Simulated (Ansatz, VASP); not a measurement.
# Two plane-wave programs on Rh

Contents of INCAR:

```
SYSTEM = Rh
PREC = Accurate
ENCUT = 520
EDIFF = 1E-6
ISMEAR = -1
SIGMA = 0.1
LREAL = .FALSE.
LASPH = .TRUE.
NELM = 60
ALGO = Normal
ISIF = 2
LWAVE = .FALSE.
LCHARG = .TRUE.
GGA = RP
LELF = .TRUE.
LVHAR = .TRUE.
NBANDS = 38
```

File KPOINTS:

```
regular mesh
0
G
  15 15 4
  0 0 0
```

Contents of POSCAR:

```
Rh
1.0
    2.8347305633      0.0000000000      0.0000000000
   -1.4173652816      2.4549486807      0.0000000000
    0.0000000000      0.0000000000      9.2438635120
Rh
4
Direct
    0.0000000000      1.0000000000      0.0000000000
    0.0000000000      1.0000000000      0.5000000000
    0.3333333333      0.6666666667      0.2500000000
    0.6666666667      0.3333333333      0.7500000000
```

Input for Ansatz:

```yaml
crystal:
  lattice:
    - [2.8347305633, 0.0, 0.0]
    - [-1.4173652816, 2.4549486807, 0.0]
    - [0.0, 0.0, 9.243863512]
  atoms:
    - { symbol: Rh, position: [0.0, 1.0, 0.0] }
    - { symbol: Rh, position: [0.0, 1.0, 0.5] }
    - { symbol: Rh, position: [0.3333333333, 0.6666666667, 0.25] }
    - { symbol: Rh, position: [0.6666666667, 0.3333333333, 0.75] }
hamiltonian:
  xc: rpbe
  pseudopotentials:
    kind: paw
    azcp:
      Rh: "pseudopotentials/Rh.paw.azcp"
basis:
  ecutwfc: 420
  fft_grid_basis: typed
kpoints:
  mp_grid: { grid: [15, 15, 4], shift: [0, 0, 0] }
magnetization:
  spin_polarized: false
scf:
  occupations: { method: fermi_dirac, width: 0.1 }
  lower_state_search: "off"
output:
  stress: true
```

Alike in both runs: task single point; functional RPBE; k mesh 15 × 15 × 4; occupations fermi-dirac, width 0.1 eV; no spin polarisation.

|  | VASP | Ansatz |
| --- | --- | --- |
| version | VASP 6.6.1 | Ansatz 0.2.0 |
| potentials or method | VASP PAW PBE potentials, release 64 (Rh_pv), cutoff 520 eV | plane waves (420 eV) with PAW, scalar-relativistic |
| valence electrons in the cell | 60 | 68 |

|  | VASP | Ansatz | Ansatz less VASP |
| --- | --- | --- | --- |
| pressure (GPa) | -19.5 | -19.6 | -0.11 |
| traceless stress, the component that is largest in VASP (GPa) | -0.15 | -0.16 | -0.008 |

VASP's potentials were made for PBE, not for RPBE. VASP's potentials hold 60 valence electrons a cell and Ansatz's 68, so a difference there can come from the potentials and not from the codes.
